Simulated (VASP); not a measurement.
Runs of VASP 6.6.1 on Si. The structure is that of space group Im-3m (No. 229), or close to it. The cells are those of the table. 

```tsv
task	cell	cutoff (eV)	k mesh for the DOS	occupations for the DOS	gap on the mesh (eV)	pressure (GPa)
single point	a = 2.233 Å, angles 109.5°, 1 atom	520	-	-	none	149.1
single point	a = 2.457 Å, angles 109.5°, 1 atom	500	-	-	none	36.4
single point	a = 2.350 Å, angles 109.5°, 1 atom	520	-	-	none	76.2
single point	a = 2.556 Å, angles 109.5°, 1 atom	520	-	-	none	13.5
single point	a = 2.647 Å, angles 109.5°, 1 atom	520	-	-	none	(a)
relaxation of cell and atoms	relaxed from a = 2.749 Å, angles 109.5°, 1 atom	600	-	-	none	0.0
single point	a = 2.101 Å, angles 109.5°, 1 atom	520	-	-	none	292.0
single point	a = 2.457 Å, angles 109.5°, 1 atom	520	-	-	none	36.4
single point	a = 2.350 Å, angles 109.5°, 1 atom	500	-	-	none	76.2
```

Alike in all rows: level PBEsol; potentials or basis VASP PAW PBE potentials, release 64 (Si); no spin polarisation; k mesh 19 × 19 × 19; smearing fermi-dirac 0.1 eV.

Task: Estimate the missing entries.

Result: (a) 0.1.

Caveats: the PAW data sets were made with another functional, which shifts forces and pressure a little.

A gap of «none» marks levels without a gap at the run's occupations.
